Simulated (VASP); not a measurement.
# Zr2NbN3 (P-4m2) in VASP: further runs

Zr2NbN3 is run at these levels: PBE; tasks: single point, relaxation of cell and atoms.

Program: VASP 6.6.1. These are calculated values, not measurements. Logs are shortened: lines on timing, memory, paths and dates and some standing lists are left out, and cuts for length are marked.

## (1) The cell of the first run

It takes space group P-4m2 (No. 115, tetragonal). Conventional cell: a = 3.306 Å, b = 3.306 Å, c = 7.297 Å, α = 90.00°, β = 90.00°, γ = 90.00°. Within 3.4 Å of Zr (site symmetry 2mm) lie 7 N at 2.50 to 2.58 Å and 2 Nb at 2.54 Å and 4 Zr at 3.31 Å. Within 3.1 Å of Nb (site symmetry -4m2) lie 4 N at 2.34 Å and 4 Zr at 2.54 Å. N (site symmetry -4m2) has 4 Nb at 2.34 Å and 4 Zr at 2.54 Å within 3.1 Å. N (site symmetry 2mm) has 5 Zr at 2.50 to 2.58 Å and 10 N at 2.89 to 3.31 Å and 2 Nb at 3.25 Å within 3.4 Å.

The cell was generated, and may not be a known phase.

## (2) Single point, PBE

Contents of INCAR:

```
SYSTEM = Zr2NbN3
  PREC = Accurate
  ENCUT = 520
  EDIFF = 1E-6
  ISMEAR = 0
  SIGMA = 0.1
  LREAL = .FALSE.
  LASPH = .TRUE.
  NELM = 80
  ALGO = Normal
  ISIF = 2
  LWAVE = .FALSE.
  LCHARG = .TRUE.
  GGA = PE
  LELF = .TRUE.
  LVHAR = .TRUE.
  NBANDS = 35
```

Contents of KPOINTS:

```
Automatic mesh
0
G
  6 6 4
  0 0 0
```

Contents of POSCAR:

```
Zr2NbN3
1.0
    3.3062053200      0.0000000000      0.0000000000
    0.0000000000      3.3062053200      0.0000000000
    0.0000000000      0.0000000000      7.2973297300
Zr Nb N
2 1 3
Direct
    0.0000000000      0.5000000000      0.7365000200
    0.5000000000      0.0000000000      0.2634999800
    0.0000000000      0.0000000000      0.0000000000
    0.5000000000      0.5000000000      0.0000000000
    0.0000000000      0.5000000000      0.3835000100
    0.5000000000      0.0000000000      0.6164999900
```

Potentials or basis: VASP PAW PBE potentials, release 64 (Zr_sv, Nb_sv, N).

Started as:

```sh
$ cat potpaw_PBE.64/Zr_sv/POTCAR potpaw_PBE.64/Nb_sv/POTCAR potpaw_PBE.64/N/POTCAR > POTCAR
$ mpirun -np 1 vasp_std > vasp.out
```

OUTCAR:

```text
SYSTEM = Zr2NbN3
   PREC = Accurate
   ENCUT = 520
   EDIFF = 1E-6
   ISMEAR = 0
   LREAL = .FALSE.
   LASPH = .TRUE.
   NELM = 80
   ISIF = 2
   GGA = PE

 ion  position               nearest neighbor table
   1  0.000  0.500  0.737-   6 2.50   6 2.50   6 2.50   6 2.50   4 2.54   4 2.54   3 2.54   3 2.54
                             5 2.58
   2  0.500  0.000  0.263-   5 2.50   5 2.50   5 2.50   5 2.50   4 2.54   3 2.54   3 2.54   4 2.54
                             6 2.58
   3  0.000  0.000  0.000-   4 2.34   4 2.34   4 2.34   4 2.34   2 2.54   2 2.54   1 2.54   1 2.54

   4  0.500  0.500  0.000-   3 2.34   3 2.34   3 2.34   3 2.34   2 2.54   1 2.54   1 2.54   2 2.54

   5  0.000  0.500  0.384-   2 2.50   2 2.50   2 2.50   2 2.50   1 2.58
   6  0.500  0.000  0.616-   1 2.50   1 2.50   1 2.50   1 2.50   2 2.58

  LATTYP: Found a simple tetragonal cell.
 ALAT       =     3.3062053200
 C/A-ratio  =     2.2071616925

  Lattice vectors:

 A1 = (   3.3062053200,   0.0000000000,   0.0000000000)
 A2 = (   0.0000000000,   3.3062053200,   0.0000000000)
 A3 = (   0.0000000000,   0.0000000000,   7.2973297300)

Analysis of symmetry for initial positions (statically):
=====================================================================
 Subroutine PRICEL returns:
 Original cell was already a primitive cell.

 Routine SETGRP: Setting up the symmetry group for a
 simple tetragonal supercell.

 Subroutine GETGRP returns: Found  8 space group operations
 (whereof  8 operations were pure point group operations)
 out of a pool of 16 trial point group operations.

The static configuration has the point symmetry D_2d.

Analysis of symmetry for dynamics (positions and initial velocities):
=====================================================================
 Subroutine PRICEL returns:
 Original cell was already a primitive cell.

 Routine SETGRP: Setting up the symmetry group for a
 simple tetragonal supercell.

 Subroutine GETGRP returns: Found  8 space group operations
 (whereof  8 operations were pure point group operations)
 out of a pool of 16 trial point group operations.

The dynamic configuration has the point symmetry D_2d.

 Subroutine INISYM returns: Found  8 space group operations
 (whereof  8 operations are pure point group operations),
 and found     1 'primitive' translations

----------------------------------------------------------------------------------------

                                     Primitive cell

  volume of cell :      79.7671

  direct lattice vectors                    reciprocal lattice vectors
     3.306205320  0.000000000  0.000000000     0.302461554  0.000000000  0.000000000
     0.000000000  3.306205320  0.000000000     0.000000000  0.302461554  0.000000000
     0.000000000  0.000000000  7.297329730     0.000000000  0.000000000  0.137036428

  length of vectors
     3.306205320  3.306205320  7.297329730     0.302461554  0.302461554  0.137036428

  position of ions in fractional coordinates (direct lattice)
     0.000000000  0.500000000  0.736500020
     0.500000000  0.000000000  0.263499980
     0.000000000  0.000000000  0.000000000
     0.500000000  0.500000000  0.000000000
     0.000000000  0.500000000  0.383500010
     0.500000000  0.000000000  0.616499990

  ion indices of the primitive-cell ions
   primitive index   ion index
                 1           1
                 2           2
                 3           3
                 4           4
                 5           5
                 6           6

----------------------------------------------------------------------------------------

 KPOINTS: Automatic mesh

Automatic generation of k-mesh.
 Grid dimensions read from file:
 generate k-points for:    6    6    4

 Generating k-lattice:

  Cartesian coordinates                     Fractional coordinates (reciprocal lattice)
     0.050410259  0.000000000  0.000000000     0.166666667  0.000000000  0.000000000
     0.000000000  0.050410259  0.000000000     0.000000000  0.166666667  0.000000000
     0.000000000  0.000000000  0.034259107     0.000000000  0.000000000  0.250000000

  Length of vectors
     0.050410259  0.050410259  0.034259107

  Shift w.r.t. Gamma in fractional coordinates (k-lattice)
     0.000000000  0.000000000  0.000000000

 Subroutine IBZKPT returns following result:
 ===========================================

 Found     30 irreducible k-points:

 Following reciprocal coordinates:
            Coordinates               Weight
  0.000000  0.000000  0.000000      1.000000
  0.166667  0.000000  0.000000      4.000000
  0.333333  0.000000  0.000000      4.000000
  0.500000  0.000000  0.000000      2.000000
  0.166667  0.166667  0.000000      4.000000
  0.333333  0.166667  0.000000      8.000000
[... 16 lines left out ...]
  0.333333  0.000000  0.500000      4.000000
  0.500000  0.000000  0.500000      2.000000
 [... further k-points ...]
   k-points           NKPTS =     30   k-points in BZ     NKDIM =     30   number of bands    NBANDS=     35
   number of dos      NEDOS =    301   number of ions     NIONS =      6
   total plane-waves  NPLWV =  42336
   dimension x,y,z NGX =    28 NGY =   28 NGZ =   54
   dimension x,y,z NGXF=    56 NGYF=   56 NGZF=  108
   ions per type =               2   1   3
   NGX,Y,Z   is equivalent  to a cutoff of  14.08, 14.08, 12.30 a.u.
   NGXF,Y,Z  is equivalent  to a cutoff of  28.16, 28.16, 24.60 a.u.
 SYSTEM =  Zr2NbN3
   PREC   = accura    normal or accurate (medium, high low for compatibility)
   ISTART =      0    job   : 0-new  1-cont  2-samecut
   ICHARG =      2    charge: 1-file 2-atom 10-const
   ISPIN  =      1    spin polarized calculation?
   LNONCOLLINEAR =      F non collinear calculations
   LSORBIT =      F    spin-orbit coupling
   LASPH  =      T    aspherical Exc in radial PAW
   ENCUT  =  520.0 eV  38.22 Ry    6.18 a.u.   6.15  6.15 13.57*2*pi/ulx,y,z
   NELM   =     80;   NELMIN=  2; NELMDL= -5     # of ELM steps
   EDIFF  = 0.1E-05   stopping-criterion for ELM
   LREAL  =      F    real-space projection
   EDIFFG = 0.1E-04   stopping-criterion for IOM
   NSW    =      0    number of steps for IOM
   IBRION =     -1    ionic relax: 0-MD 1-quasi-New 2-CG
   NFREE  =      0    steps in history (QN), initial steepest desc. (CG)
   ISIF   =      2    stress and relaxation
   ISYM   =      2    0-nonsym 1-usesym 2-fastsym
   POTIM  = 0.5000    time-step for ionic-motion
   TEBEG  =    0.0;   TEEND  =   0.0 temperature during run
   PSTRESS=    0.0 pullay stress
   NELECT =      52.0000    total number of electrons
   NUPDOWN=      -1.0000    fix difference up-down
   EMIN   =  10.00;   EMAX   =-10.00  energy-range for DOS
   EFERMI =   0.00;   METHOD = LEGACY
   ISMEAR =     0;   SIGMA  =   0.10  broadening in eV -4-tet -1-fermi 0-gaus
   EFERMI_NEDOS =   21; number of points for ismear=-14 and -15
   IALGO  =     38    algorithm
   IMIX   =      4    mixing-type and parameters
     AMIX     =   0.40;   BMIX     =  1.00
     AMIX_MAG =   1.60;   BMIX_MAG =  1.00
  volume/ion in A,a.u.               =      13.29        89.72
  Fermi-wavevector in a.u.,A,eV,Ry     =   1.419498  2.682462 27.415388  2.014974
  Thomas-Fermi vector in A             =   2.540512
   LORBIT       =      0    0 simple, 1 ext, 2 COOP (PROOUT), +10 PAW based schemes
   GGA     = PE    functional components
   LHFCALC =     F    Hartree Fock is set to
   AEXX    =    0.0000 exact exchange contribution
   IVDW    =     0    specifies the selected vdW correction
   LEPSILON=     F    determine dielectric tensor
   LRPA    =     F    only Hartree local field effects (RPA)
 non-spin polarized calculation
 Gauss-broadening in eV      SIGMA  =   0.10
  energy-cutoff  :      520.00
  volume of cell :       79.77
 maximum number of plane-waves:      2184
 NGX is ok and might be reduce to    28
   NGX = 13   NGY = 13   NGZ = 27

 number of electron      52.0000001 magnetization

 Free energy of the ion-electron system (eV)
  ---------------------------------------------------
  ext. energy  EPLUGINS =         0.00000000
  ---------------------------------------------------
  free energy    TOTEN  =       -52.05817270 eV

  energy without entropy =      -52.02801776  energy(sigma->0) =      -52.04309523

 E-fermi :   9.0117     XC(G=0): -11.9700

 val. band max:        9.0100360912   @ k =   0.3333   0.1667   0.2500
 cond. band min:       9.0346821656   @ k =   0.1667   0.0000   0.2500
 fundamental gap:      0.0246460744
 Fermi energy:         9.0116605380

 k-point     1 :       0.0000    0.0000    0.0000
  band No.  band energies     occupation
      1     -45.8279      2.00000
      2     -39.5556      2.00000
      3     -39.5266      2.00000
      4     -22.1140      2.00000
      5     -22.0650      2.00000
      6     -22.0650      2.00000
[... 27 lines left out ...]
     34      12.8161      0.00000
     35      13.5681      0.00000

 k-point     2 :       0.1667    0.0000    0.0000
  band No.  band energies     occupation
      1     -45.8206      2.00000
      2     -39.5467      2.00000
      3     -39.5215      2.00000
      4     -22.1662      2.00000
      5     -22.1165      2.00000
      6     -22.0533      2.00000
[... 27 lines left out ...]
     34      12.8602      0.00000
     35      13.3076      0.00000

 k-point     3 :       0.3333    0.0000    0.0000
  band No.  band energies     occupation
      1     -45.8059      2.00000
      2     -39.5280      2.00000
      3     -39.5118      2.00000
      4     -22.3558      2.00000
      5     -22.1274      2.00000
      6     -22.0297      2.00000
[... 27 lines left out ...]
     34      13.4326      0.00000
     35      13.4383      0.00000

 k-point     4 :       0.5000    0.0000    0.0000
  band No.  band energies     occupation
      1     -45.7985      2.00000
      2     -39.5177      2.00000
      3     -39.5079      2.00000
      4     -22.4464      2.00000
      5     -22.1344      2.00000
      6     -22.0179      2.00000
[... 27 lines left out ...]
     34      13.6916      0.00000
     35      14.0723      0.00000

 k-point     5 :       0.1667    0.1667    0.0000
  band No.  band energies     occupation
      1     -45.8133      2.00000
      2     -39.5379      2.00000
      3     -39.5162      2.00000
      4     -22.1597      2.00000
      5     -22.1458      2.00000
      6     -22.1169      2.00000
[... 638 lines left out ...]
 k-point    22 :       0.1667    0.0000    0.5000
  band No.  band energies     occupation
      1     -45.8206      2.00000
      2     -39.5492      2.00000
      3     -39.5189      2.00000
      4     -22.1664      2.00000
      5     -22.1172      2.00000
      6     -22.0533      2.00000
[... 27 lines left out ...]
     34      13.3150      0.00000
     35      13.5098      0.00000

 k-point    23 :       0.3333    0.0000    0.5000
  band No.  band energies     occupation
      1     -45.8059      2.00000
      2     -39.5293      2.00000
      3     -39.5105      2.00000
      4     -22.3561      2.00000
      5     -22.1270      2.00000
      6     -22.0297      2.00000
[... 27 lines left out ...]
     34      13.6136      0.00000
     35      13.7690      0.00000

 k-point    24 :       0.5000    0.0000    0.5000
  band No.  band energies     occupation
      1     -45.7985      2.00000
      2     -39.5177      2.00000
      3     -39.5079      2.00000
      4     -22.4468      2.00000
      5     -22.1333      2.00000
      6     -22.0179      2.00000
[... 27 lines left out ...]
     34      13.4943      0.00000
     35      13.7585      0.00000

 [... further k-points ...]

------------------------ aborting loop because EDIFF is reached ----------------------------------------

  FORCE on cell =-STRESS in cart. coord.  units (eV):
  Direction    XX          YY          ZZ          XY          YZ          ZX
  --------------------------------------------------------------------------------------
  -------------------------------------------------------------------------------------
  Total       -8.6935631     -8.6935631      4.7482519      0.0000000      0.0000000      0.0000000
  in kB     -174.6163009   -174.6163009     95.3719632      0.0000000      0.0000000      0.0000000
  external PRESSURE =     -84.6202128 kB  Pullay stress =       0.0000000 kB

 VOLUME and BASIS-vectors are now :
 -----------------------------------------------------------------------------
  energy-cutoff  :      520.00
  volume of cell :       79.77
      direct lattice vectors                 reciprocal lattice vectors
     3.306205320  0.000000000  0.000000000     0.302461554  0.000000000  0.000000000
     0.000000000  3.306205320  0.000000000     0.000000000  0.302461554  0.000000000
     0.000000000  0.000000000  7.297329730     0.000000000  0.000000000  0.137036428

 POSITION                                       TOTAL-FORCE (eV/Angst)
 -----------------------------------------------------------------------------------
      0.00000      1.65310      5.37448        -0.000000      0.000000     -7.998757
      1.65310      0.00000      1.92285         0.000000      0.000000      7.998757
      0.00000      0.00000      0.00000         0.000000     -0.000000      0.000000
      1.65310      1.65310      0.00000         0.000000      0.000000      0.000000
      0.00000      1.65310      2.79853        -0.000000      0.000000     -2.096667
      1.65310      0.00000      4.49880         0.000000      0.000000      2.096667
 -----------------------------------------------------------------------------------
    total drift:                                0.000000      0.000000      0.000000

  FREE ENERGIE OF THE ION-ELECTRON SYSTEM (eV)
  ---------------------------------------------------
  free  energy   TOTEN  =       -52.0581727025 eV

  energy  without entropy=      -52.0280177619  energy(sigma->0) =      -52.04309523
```

Wall time 45 s (1 thread of Intel Xeon 6975P-C (Granite Rapids), shared host); peak memory 0.24 GiB.

What came out:

- Free energy: -52.0582 eV
- Pressure: -8.5 GPa
- Largest force: 7.999 eV/Å
- Band gap on the k mesh: zero (bands 26 and 27 overlap by 1.11 eV)

Forces on the atoms (eV/Å):
```
Zr   0.000  0.000 -7.999
Zr   0.000  0.000  7.999
Nb   0.000  0.000  0.000
N    0.000  0.000  0.000
N    0.000  0.000 -2.097
N    0.000  0.000  2.097
```

Stress tensor (GPa, compression positive):
```
-17.46   0.00   0.00
  0.00 -17.46   0.00
  0.00   0.00   9.54
```

Caveat: the stress differs along the axes, from -17 to 10 GPa; forces of over 1 eV/Å act on the atoms, so gaps and moduli don't describe the material at rest.

## (3) Single point, PBE

This run uses another cell than the first one, of 13.51 Å³/atom.

Contents of INCAR:

```
PREC = Accurate
ENCUT = 520
EDIFF = 1E-6
ISMEAR = 0
SIGMA = 0.1
LREAL = F
LASPH = T
NELM = 80
ALGO = Normal
ISIF = 2
LWAVE = F
LCHARG = T
GGA = PE
LELF = T
LVHAR = T
NBANDS = 35
```

Contents of KPOINTS:

```
regular mesh
0
Gamma
  6 6 4
```

Contents of POSCAR:

```
Zr2NbN3
1.0
    3.1001383638      0.0000000000      0.0000000000
    0.0000000000      3.1001383638      0.0000000000
    0.0000000000      0.0000000000      8.4328893801
Zr Nb N
2 1 3
Direct
    0.0000000000      0.5000000000      0.6453374743
    0.5000000000      0.0000000000      0.3546625257
    0.0000000000      0.0000000000      0.0000000000
    0.5000000000      0.5000000000      0.0000000000
    0.0000000000      0.5000000000      0.3794206613
    0.5000000000      0.0000000000      0.6205793387
```

Potentials or basis: VASP PAW PBE potentials, release 64 (Zr_sv, Nb_sv, N).

Started as:

```sh
$ cat potpaw_PBE.64/Zr_sv/POTCAR potpaw_PBE.64/Nb_sv/POTCAR potpaw_PBE.64/N/POTCAR > POTCAR
$ mpirun -np 1 vasp_std > vasp.out
```

Wall time 33 s (1 thread of Intel Xeon 6975P-C (Granite Rapids), shared host); peak memory 0.22 GiB.

It converged, with:

```yaml
Free_energy: -58.9697 eV
Pressure: 0.1 GPa
Largest_force: 0.023 eV/Å
Band_gap_on_the_k_mesh: zero (bands 26 and 27 overlap by 3.29 eV)
```

Forces in eV/Å, atoms in the order of the input:
```
Zr   0.000  0.000  0.023
Zr   0.000  0.000 -0.023
Nb   0.000  0.000  0.000
N    0.000  0.000  0.000
N    0.000  0.000  0.002
N    0.000  0.000 -0.002
```

Levels at points of the mesh, in eV from the Fermi level:
| k point | band 22 | band 23 | band 24 | band 25 | band 26 | band 27 | band 28 | band 29 | band 30 | band 31 |
| --- | --- | --- | --- | --- | --- | --- | --- | --- | --- | --- |
| (0.00, 0.00, 0.00) | -2.40 | -2.40 | -2.40 | -2.11 | -1.92 | -1.92 | -1.36 | 0.91 | 0.91 | 1.48 |
| (0.50, 0.00, 0.00) | -5.20 | -4.88 | -3.98 | -1.08 | 1.37 | 1.44 | 2.45 | 2.57 | 2.74 | 3.02 |
| (0.50, 0.50, 0.00) | -3.13 | -2.50 | -2.35 | -1.47 | -1.05 | -1.05 | -0.13 | 0.98 | 2.00 | 2.17 |
| (0.00, 0.00, 0.50) | -2.58 | -2.40 | -2.40 | -1.91 | -1.91 | -1.47 | -0.26 | 0.76 | 0.76 | 1.49 |
| (0.50, 0.00, 0.50) | -5.19 | -4.82 | -4.36 | -0.42 | 1.05 | 1.31 | 2.21 | 2.56 | 2.67 | 3.01 |
| (0.50, 0.50, 0.50) | -3.05 | -2.58 | -2.52 | -1.47 | -1.47 | -0.72 | -0.42 | 0.43 | 1.41 | 3.19 |

## (4) Single point, PBE

This run uses another cell than the first one, of 13.50 Å³/atom.

Contents of INCAR:

```
PREC = Accurate
ENCUT = 520
EDIFF = 1E-6
ISMEAR = 0
SIGMA = 0.1
LREAL = F
LASPH = T
NELM = 60
ALGO = Normal
ISIF = 2
LWAVE = F
LCHARG = F
GGA = PE
NBANDS = 35
```

Contents of KPOINTS:

```
regular mesh
0
Gamma
  12 12 6
```

Contents of POSCAR:

```
Zr2NbN3
1.0
    3.0992122119      0.0000000000      0.0000000000
    0.0000000000      3.0992122119      0.0000000000
    0.0000000000      0.0000000000      8.4314750168
Zr Nb N
2 1 3
Direct
    0.0000000000      0.5000000000      0.6458851850
    0.5000000000      0.0000000000      0.3541148150
    0.0000000000      0.0000000000      0.0000000000
    0.5000000000      0.5000000000      0.0000000000
    0.0000000000      0.5000000000      0.3773616776
    0.5000000000      0.0000000000      0.6226383224
```

Started as:

```sh
$ cat potpaw_PBE.64/Zr_sv/POTCAR potpaw_PBE.64/Nb_sv/POTCAR potpaw_PBE.64/N/POTCAR > POTCAR
$ mpirun -np 1 vasp_std > vasp.out
```

Wall time 2 min (1 thread of Intel Xeon 6975P-C (Granite Rapids), shared host); peak memory 0.39 GiB.

Results (log left out):

```yaml
Free_energy: -58.9771 eV
Pressure: 0.0 GPa
Largest_force: 0.022 eV/Å
Band_gap_on_the_k_mesh: zero (bands 26 and 27 overlap by 3.46 eV)
```

Forces on the atoms (eV/Å):
```
Zr   0.000  0.000  0.022
Zr   0.000  0.000 -0.022
Nb   0.000  0.000  0.000
N    0.000  0.000  0.000
N    0.000  0.000 -0.005
N    0.000  0.000  0.005
```

Levels at points of the mesh, in eV from the Fermi level:
| k point | band 24 | band 25 | band 26 | band 27 | band 28 | band 29 |
| --- | --- | --- | --- | --- | --- | --- |
| (0.00, 0.00, 0.00) | -2.38 | -2.13 | -2.05 | -2.05 | -1.50 | 0.95 |
| (0.50, 0.00, 0.00) | -4.04 | -1.07 | 1.42 | 1.42 | 2.49 | 2.61 |
| (0.50, 0.50, 0.00) | -2.44 | -1.56 | -1.01 | -1.01 | -0.30 | 0.88 |
| (0.00, 0.00, 0.50) | -2.39 | -2.03 | -2.03 | -1.60 | -0.28 | 0.76 |
| (0.50, 0.00, 0.50) | -4.42 | -0.41 | 1.05 | 1.35 | 2.21 | 2.62 |
| (0.50, 0.50, 0.50) | -2.64 | -1.43 | -1.43 | -0.75 | -0.59 | 0.28 |

[end of part 1 of 2]

The gap in the log of VASP goes by the Fermi energy; the results here count the filled bands.